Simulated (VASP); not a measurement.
# PtSe2 in VASP: notebook

Runs on PtSe2. Level: PBEsol. Tasks: single point, relaxation of cell and atoms.

All numbers are computed with VASP 6.6.1; they aren't measurements. Logs are shortened: lines on timing, memory, paths and dates and some standing lists are left out, and cuts for length are marked.

**1. The cell of the first run**

Symmetry: P-3m1, No. 164, trigonal system. Conventional cell: a = 3.717 Å, b = 3.717 Å, c = 5.820 Å, α = 90.00°, β = 90.00°, γ = 120.00°. Within 3.3 Å of Pt (site symmetry -3m) lie 6 Se at 2.52 Å. Se (site symmetry 3m) has 3 Pt at 2.52 Å and 3 Se at 3.39 Å within 3.4 Å.

**2. Single point, PBEsol**

File INCAR:

```
SYSTEM = PtSe2
PREC = Accurate ; ENCUT = 520
EDIFF = 1E-7 ; ISMEAR = 0
SIGMA = 0.1 ; LREAL = .False.
LASPH = .True. ; NELM = 80
ALGO = Normal ; ISIF = 2
LWAVE = .False. ; LCHARG = .False.
GGA = PS ; NBANDS = 18
```

File KPOINTS:

```
regular mesh
0
Gamma
  6 6 4
  0 0 0
```

File POSCAR:

```
PtSe2
1.0
    3.7173065480      0.0000000000      0.0000000000
   -1.8586532740      3.2192819042      0.0000000000
    0.0000000000      0.0000000000      5.8200740200
Pt Se
1 2
Direct
    0.0000000000      0.0000000000      0.0000000000
    0.6666666700      0.3333333300      0.7746118400
    0.3333333300      0.6666666700      0.2253881600
```

Potentials or basis: VASP PAW PBE potentials, release 64 (Pt, Se).

The run is started by

```console
cat potpaw_PBE.64/Pt/POTCAR potpaw_PBE.64/Se/POTCAR > POTCAR
mpirun -np 1 vasp_std > vasp.out
```

OUTCAR:

```text
SYSTEM = PtSe2
   PREC = Accurate
   ENCUT = 520
   EDIFF = 1E-7
   ISMEAR = 0
   LREAL = .False.
   LASPH = .True.
   NELM = 80
   ISIF = 2
   GGA = PS

 ion  position               nearest neighbor table
   1  0.000  0.000  0.000-   2 2.52   3 2.52   3 2.52   2 2.52   2 2.52   3 2.52
   2  0.667  0.333  0.775-   1 2.52   1 2.52   1 2.52
   3  0.333  0.667  0.225-   1 2.52   1 2.52   1 2.52

  LATTYP: Found a hexagonal cell.
 ALAT       =     3.7173065480
 C/A-ratio  =     1.5656696441

  Lattice vectors:

 A1 = (   3.7173065480,   0.0000000000,   0.0000000000)
 A2 = (  -1.8586532740,   3.2192819042,   0.0000000000)
 A3 = (   0.0000000000,   0.0000000000,   5.8200740200)

Analysis of symmetry for initial positions (statically):
=====================================================================
 Subroutine PRICEL returns:
 Original cell was already a primitive cell.

 Routine SETGRP: Setting up the symmetry group for a
 hexagonal supercell.

 Subroutine GETGRP returns: Found 12 space group operations
 (whereof 12 operations were pure point group operations)
 out of a pool of 24 trial point group operations.

The static configuration has the point symmetry D_3d.

Analysis of symmetry for dynamics (positions and initial velocities):
=====================================================================
 Subroutine PRICEL returns:
 Original cell was already a primitive cell.

 Routine SETGRP: Setting up the symmetry group for a
 hexagonal supercell.

 Subroutine GETGRP returns: Found 12 space group operations
 (whereof 12 operations were pure point group operations)
 out of a pool of 24 trial point group operations.

The dynamic configuration has the point symmetry D_3d.

 Subroutine INISYM returns: Found 12 space group operations
 (whereof 12 operations are pure point group operations),
 and found     1 'primitive' translations

----------------------------------------------------------------------------------------

                                     Primitive cell

  volume of cell :      69.6492

  direct lattice vectors                    reciprocal lattice vectors
     3.717306548  0.000000000  0.000000000     0.269011981  0.155314140  0.000000000
    -1.858653274  3.219281904  0.000000000     0.000000000  0.310628280  0.000000000
     0.000000000  0.000000000  5.820074020     0.000000000  0.000000000  0.171819121

  length of vectors
     3.717306548  3.717306548  5.820074020     0.310628280  0.310628280  0.171819121

  position of ions in fractional coordinates (direct lattice)
     0.000000000  0.000000000  0.000000000
     0.666666670  0.333333330  0.774611840
     0.333333330  0.666666670  0.225388160

  ion indices of the primitive-cell ions
   primitive index   ion index
                 1           1
                 2           2
                 3           3

----------------------------------------------------------------------------------------

 KPOINTS: regular mesh

Automatic generation of k-mesh.
 Grid dimensions read from file:
 generate k-points for:    6    6    4

 Generating k-lattice:

  Cartesian coordinates                     Fractional coordinates (reciprocal lattice)
     0.044835330  0.025885690  0.000000000     0.166666667  0.000000000  0.000000000
     0.000000000  0.051771380  0.000000000     0.000000000  0.166666667  0.000000000
     0.000000000  0.000000000  0.042954780     0.000000000  0.000000000  0.250000000

  Length of vectors
     0.051771380  0.051771380  0.042954780

  Shift w.r.t. Gamma in fractional coordinates (k-lattice)
     0.000000000  0.000000000  0.000000000

 Subroutine IBZKPT returns following result:
 ===========================================

 Found     24 irreducible k-points:

 Following reciprocal coordinates:
            Coordinates               Weight
  0.000000  0.000000  0.000000      1.000000
  0.166667  0.000000  0.000000      6.000000
  0.333333  0.000000  0.000000      6.000000
  0.500000 -0.000000  0.000000      3.000000
  0.166667  0.166667  0.000000      6.000000
  0.333333  0.166667  0.000000     12.000000
[... 16 lines left out ...]
  0.333333  0.166667  0.500000     12.000000
  0.333333  0.333333  0.500000      2.000000
   k-points           NKPTS =     24   k-points in BZ     NKDIM =     24   number of bands    NBANDS=     18
   number of dos      NEDOS =    301   number of ions     NIONS =      3
   total plane-waves  NPLWV =  37632
   dimension x,y,z NGX =    28 NGY =   28 NGZ =   48
   dimension x,y,z NGXF=    56 NGYF=   56 NGZF=   96
   ions per type =               1   2
   NGX,Y,Z   is equivalent  to a cutoff of  12.52, 12.52, 13.71 a.u.
   NGXF,Y,Z  is equivalent  to a cutoff of  25.04, 25.04, 27.42 a.u.
 SYSTEM =  PtSe2
   PREC   = accura    normal or accurate (medium, high low for compatibility)
   ISTART =      0    job   : 0-new  1-cont  2-samecut
   ICHARG =      2    charge: 1-file 2-atom 10-const
   ISPIN  =      1    spin polarized calculation?
   LNONCOLLINEAR =      F non collinear calculations
   LSORBIT =      F    spin-orbit coupling
   LASPH  =      T    aspherical Exc in radial PAW
   ENCUT  =  520.0 eV  38.22 Ry    6.18 a.u.   6.91  6.91 10.82*2*pi/ulx,y,z
   NELM   =     80;   NELMIN=  2; NELMDL= -5     # of ELM steps
   EDIFF  = 0.1E-06   stopping-criterion for ELM
   LREAL  =      F    real-space projection
   EDIFFG = 0.1E-05   stopping-criterion for IOM
   NSW    =      0    number of steps for IOM
   IBRION =     -1    ionic relax: 0-MD 1-quasi-New 2-CG
   NFREE  =      0    steps in history (QN), initial steepest desc. (CG)
   ISIF   =      2    stress and relaxation
   ISYM   =      2    0-nonsym 1-usesym 2-fastsym
   POTIM  = 0.5000    time-step for ionic-motion
   TEBEG  =    0.0;   TEEND  =   0.0 temperature during run
   PSTRESS=    0.0 pullay stress
   NELECT =      22.0000    total number of electrons
   NUPDOWN=      -1.0000    fix difference up-down
   EMIN   =  10.00;   EMAX   =-10.00  energy-range for DOS
   EFERMI =   0.00;   METHOD = LEGACY
   ISMEAR =     0;   SIGMA  =   0.10  broadening in eV -4-tet -1-fermi 0-gaus
   EFERMI_NEDOS =   21; number of points for ismear=-14 and -15
   IALGO  =     38    algorithm
   IMIX   =      4    mixing-type and parameters
     AMIX     =   0.40;   BMIX     =  1.00
     AMIX_MAG =   1.60;   BMIX_MAG =  1.00
  volume/ion in A,a.u.               =      23.22       156.67
  Fermi-wavevector in a.u.,A,eV,Ry     =   1.114920  2.106894 16.912680  1.243047
  Thomas-Fermi vector in A             =   2.251520
   LORBIT       =      0    0 simple, 1 ext, 2 COOP (PROOUT), +10 PAW based schemes
   GGA     = PS    functional components
   LHFCALC =     F    Hartree Fock is set to
   AEXX    =    0.0000 exact exchange contribution
   IVDW    =     0    specifies the selected vdW correction
   LEPSILON=     F    determine dielectric tensor
   LRPA    =     F    only Hartree local field effects (RPA)
 non-spin polarized calculation
 Gauss-broadening in eV      SIGMA  =   0.10
  energy-cutoff  :      520.00
  volume of cell :       69.65
 maximum number of plane-waves:      1886
   NGX = 13   NGY = 13   NGZ = 21

 number of electron      21.9999998 magnetization

 Free energy of the ion-electron system (eV)
  ---------------------------------------------------
  ext. energy  EPLUGINS =         0.00000000
  ---------------------------------------------------
  free energy    TOTEN  =       -15.83031048 eV

  energy without entropy =      -15.83031047  energy(sigma->0) =      -15.83031047

 E-fermi :   4.7850     XC(G=0):  -9.9739

 val. band max:        4.4509251371   @ k =   0.0000   0.0000   0.0000
 cond. band min:       5.1453879036   @ k =   0.3333   0.3333   0.0000
 fundamental gap:      0.6944627665
 Fermi energy:         4.7850341770

 k-point     1 :       0.0000    0.0000    0.0000
  band No.  band energies     occupation
      1     -10.2920      2.00000
      2      -8.2177      2.00000
      3      -1.7130      2.00000
      4      -1.2656      2.00000
      5      -1.2656      2.00000
      6       1.0122      2.00000
[... 10 lines left out ...]
     17      12.2757      0.00000
     18      14.9765      0.00000

 k-point     2 :       0.1667    0.0000    0.0000
  band No.  band energies     occupation
      1      -9.9976      2.00000
      2      -8.2646      2.00000
      3      -1.4028      2.00000
      4      -1.1831      2.00000
      5      -1.0965      2.00000
      6       0.5156      2.00000
[... 10 lines left out ...]
     17      13.2234      0.00000
     18      13.7991      0.00000

 k-point     3 :       0.3333    0.0000    0.0000
  band No.  band energies     occupation
      1      -9.2746      2.00000
      2      -8.3865      2.00000
      3      -1.5034      2.00000
      4      -0.8337      2.00000
      5      -0.5922      2.00000
      6      -0.2935      2.00000
[... 10 lines left out ...]
     17      13.1961      0.00000
     18      13.8808      0.00000

 k-point     4 :       0.5000   -0.0000    0.0000
  band No.  band energies     occupation
      1      -8.6940      2.00000
      2      -8.5800      2.00000
      3      -2.2538      2.00000
      4      -0.7862      2.00000
      5      -0.1795      2.00000
      6       0.3192      2.00000
[... 375 lines left out ...]
      4      -1.0926      2.00000
      5      -0.5278      2.00000
      6       0.2448      2.00000
[... 10 lines left out ...]
     17      12.9887      0.00000
     18      12.9969      0.00000

 k-point    23 :       0.3333    0.1667    0.5000
  band No.  band energies     occupation
      1      -8.7408      2.00000
      2      -8.5227      2.00000
      3      -1.8944      2.00000
      4      -1.0687      2.00000
      5      -0.4217      2.00000
      6       0.3018      2.00000
[... 10 lines left out ...]
     17      12.7679      0.00000
     18      14.0157      0.00000

 k-point    24 :       0.3333    0.3333    0.5000
  band No.  band energies     occupation
      1      -8.5190      2.00000
      2      -8.5190      2.00000
      3      -1.3655      2.00000
      4      -1.1326      2.00000
      5      -1.1326      2.00000
      6       0.4345      2.00000
[... 10 lines left out ...]
     17      12.0887      0.00000
     18      14.8013      0.00000

------------------------ aborting loop because EDIFF is reached ----------------------------------------

  FORCE on cell =-STRESS in cart. coord.  units (eV):
  Direction    XX          YY          ZZ          XY          YZ          ZX
  --------------------------------------------------------------------------------------
  -------------------------------------------------------------------------------------
  Total       -0.6588003     -0.6588003     -0.9976199      0.0000000      0.0000000      0.0000000
  in kB      -15.1547400    -15.1547400    -22.9487909      0.0000000      0.0000000      0.0000000
  external PRESSURE =     -17.7527570 kB  Pullay stress =       0.0000000 kB

 VOLUME and BASIS-vectors are now :
 -----------------------------------------------------------------------------
  energy-cutoff  :      520.00
  volume of cell :       69.65
      direct lattice vectors                 reciprocal lattice vectors
     3.717306548  0.000000000  0.000000000     0.269011981  0.155314140  0.000000000
    -1.858653274  3.219281904  0.000000000     0.000000000  0.310628280  0.000000000
     0.000000000  0.000000000  5.820074020     0.000000000  0.000000000  0.171819121

 POSITION                                       TOTAL-FORCE (eV/Angst)
 -----------------------------------------------------------------------------------
      0.00000      0.00000      0.00000         0.000000      0.000000      0.000000
      1.85865      1.07309      4.50830        -0.000000      0.000000      0.212738
     -0.00000      2.14619      1.31178         0.000000      0.000000     -0.212738
 -----------------------------------------------------------------------------------
    total drift:                               -0.000000     -0.000000      0.000000

  FREE ENERGIE OF THE ION-ELECTRON SYSTEM (eV)
  ---------------------------------------------------
  free  energy   TOTEN  =       -15.8303104800 eV

  energy  without entropy=      -15.8303104683  energy(sigma->0) =      -15.83031047
```

Wall time 25 s (1 thread of Intel Xeon Platinum 8259CL at 2.50GHz (Skylake/Cascade Lake), shared host); peak memory 0.2 GiB.

Results:

| Quantity | Value |
| --- | --- |
| Free energy | -15.8303 eV |
| Pressure | -1.8 GPa |
| Largest force | 0.213 eV/Å |
| Band gap on the k mesh | 0.69 eV (least direct gap 1.15 eV) |

Forces in eV/Å, atoms in the order of the input:
```
Pt   0.000  0.000  0.000
Se   0.000  0.000  0.213
Se   0.000  0.000 -0.213
```

Stress tensor (GPa, compression positive):
```
-1.52  0.00  0.00
 0.00 -1.52  0.00
 0.00  0.00 -2.29
```

Caveat: the PAW data sets were made with another functional, which shifts forces and pressure a little; spin-orbit coupling is left out, which moves the levels of the heavy elements; this functional lacks dispersion, which binds the layers, so the pressure and a relaxed spacing across them are unreliable. A k mesh can miss the band edges.

**3. Single point, PBEsol**

This run uses another cell than the first one, of 19.86 Å³/atom.

File INCAR:

```
PREC = Accurate ; ENCUT = 520
EDIFF = 1E-6 ; ISMEAR = 0
SIGMA = 0.1 ; LREAL = False
LASPH = True ; NELM = 60
ALGO = Normal ; ISIF = 2
LWAVE = False ; LCHARG = False
GGA = PS ; NBANDS = 18
```

File KPOINTS:

```
Automatic mesh
0
Gamma
  12 12 10
```

File POSCAR:

```
PtSe2
1.0
    3.7593610432      0.0000000000      0.0000000000
   -1.8796805216      3.2557021654      0.0000000000
    0.0000000000      0.0000000000      4.8685550621
Pt Se
1 2
Direct
    0.0000000000      0.0000000000      0.0000000000
    0.6666666667      0.3333333333      0.7393682785
    0.3333333333      0.6666666667      0.2606317215
```

Potentials or basis: VASP PAW PBE potentials, release 64 (Pt, Se).

The run is started by

```console
cat potpaw_PBE.64/Pt/POTCAR potpaw_PBE.64/Se/POTCAR > POTCAR
mpirun -np 1 vasp_std > vasp.out
```

Run time: 88 s. Hardware: 1 thread of Intel Xeon Platinum 8259CL at 2.50GHz (Skylake/Cascade Lake), shared host; peak memory 0.3 GiB.

The run converged. Its results:

```yaml
Free_energy: -15.9072 eV
Pressure: 0.1 GPa
Largest_force: 0.015 eV/Å
Band_gap_on_the_k_mesh: zero (bands 11 and 12 overlap by 0.77 eV)
```

Forces in eV/Å, atoms in the order of the input:
```
Pt   0.000  0.000  0.000
Se   0.000  0.000 -0.015
Se   0.000  0.000  0.015
```

Levels at points of the mesh, in eV from the Fermi level:
```csv
k point,band 7,band 8,band 9,band 10,band 11,band 12,band 13,band 14,band 15,band 16
"(0.00, 0.00, 0.00)",-3.87,-2.48,-1.02,-1.02,0.73,1.19,1.19,3.27,4.05,7.20
"(0.50, 0.00, 0.00)",-3.81,-3.70,-3.38,-3.31,-2.94,0.53,2.49,4.91,5.97,6.97
"(0.00, 0.00, 0.50)",-3.91,-2.95,-1.69,-1.65,-1.65,2.34,2.34,4.86,6.42,6.54
"(0.50, 0.00, 0.50)",-3.41,-3.40,-3.13,-2.70,-1.16,0.73,1.46,4.76,4.82,7.53
```

Caveat: the PAW data sets were made with another functional, which shifts forces and pressure a little; spin-orbit coupling is left out, which moves the levels of the heavy elements.

[end of part 1 of 2]
